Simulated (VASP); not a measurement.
Set up this calculation in VASP 6.6.1, as the native input.

```yaml
Task: single point
Functional: PBE
Potentials_or_basis: VASP PAW PBE potentials, release 64 (Rb_sv, Sr_sv)
Cutoff: 520 eV
k_mesh: 12 × 12 × 12
Occupations: gaussian, width 0.1 eV
Spin: no spin polarisation
Dipole_correction: no
Further_INCAR_settings: ALGO = Normal; EDIFF = 1e-06; NBANDS = 16
```

The structure of RbSr lies in POSCAR:

```
RbSr
1.0
    0.0000000000      4.3090408819      4.3090408819
    4.3090408819      0.0000000000      4.3090408819
    4.3090408819      4.3090408819      0.0000000000
Rb Sr
1 1
Direct
    0.0000000000      0.0000000000      0.0000000000
    0.5000000000      0.5000000000      0.5000000000
```

The cell was built from a structure type or drawn by symmetry, and may not be a known phase.

These files were run (other wordings do the same):

INCAR

```
PREC = Accurate ; ENCUT = 520
EDIFF = 1E-6 ; ISMEAR = 0
SIGMA = 0.1 ; LREAL = F
LASPH = T ; NELM = 100
ALGO = Normal ; ISIF = 2
LWAVE = F ; LCHARG = F
GGA = PE ; NBANDS = 16
```

KPOINTS

```
regular mesh
0
Gamma
  12 12 12
```

Potentials or basis: VASP PAW PBE potentials, release 64 (Rb_sv, Sr_sv).

Launch:

```bash
$ cat potpaw_PBE.64/Rb_sv/POTCAR potpaw_PBE.64/Sr_sv/POTCAR > POTCAR
$ mpirun -np 1 vasp_std > vasp.out
```

Results of the run:

* Pressure: 0.0 GPa
* Band gap on the k mesh: zero (an odd number of electrons rules out a gap without spin polarisation)

Run time: 3.8 min on 1 thread of Intel(R) Xeon(R) Platinum 8375C CPU @ 2.90GHz (Ice Lake) (shared host), peak memory 0.44 GiB.
